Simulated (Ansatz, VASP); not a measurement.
# ZnCd3O in VASP and in Ansatz

```
Zn Cd O
1.0
     4.63752    0.00000    0.00000
     0.00000    4.63752    0.00000
     0.00000    0.00000    4.63752
Zn Cd O
1 3 1
Cartesian
  2.3188 2.3188 2.3188
  2.3188 0.0000 0.0000
  0.0000 2.3188 0.0000
  0.0000 0.0000 2.3188
  0.0000 0.0000 0.0000
```

Alike in both runs: functional PBE; k mesh 8 × 8 × 8; occupations gaussian, width 0.1 eV; no spin polarisation.

Ansatz relaxed the structure, and its values are those at the end. VASP's run is a single point on that final structure, the one shown.

|  | VASP | Ansatz |
| --- | --- | --- |
| version | VASP 6.6.1 | Ansatz 0.2.0 |
| potentials or method | VASP PAW PBE potentials, release 64 (Zn, Cd, O), cutoff 520 eV | scalar-relativistic, plane waves, PAW |
| valence electrons in the cell | 54 | 78 |

|  | VASP | Ansatz | Ansatz less VASP |
| --- | --- | --- | --- |
| gap on the k mesh at the Fermi level (eV) | none | none | - |
| pressure (GPa) | 0.5 | 0.0 | -0.52 |

A gap of «none» marks a metal or a gap that the smearing closes. VASP's potentials hold 54 valence electrons a cell and Ansatz's 78, so a difference there can come from the potentials and not from the codes.
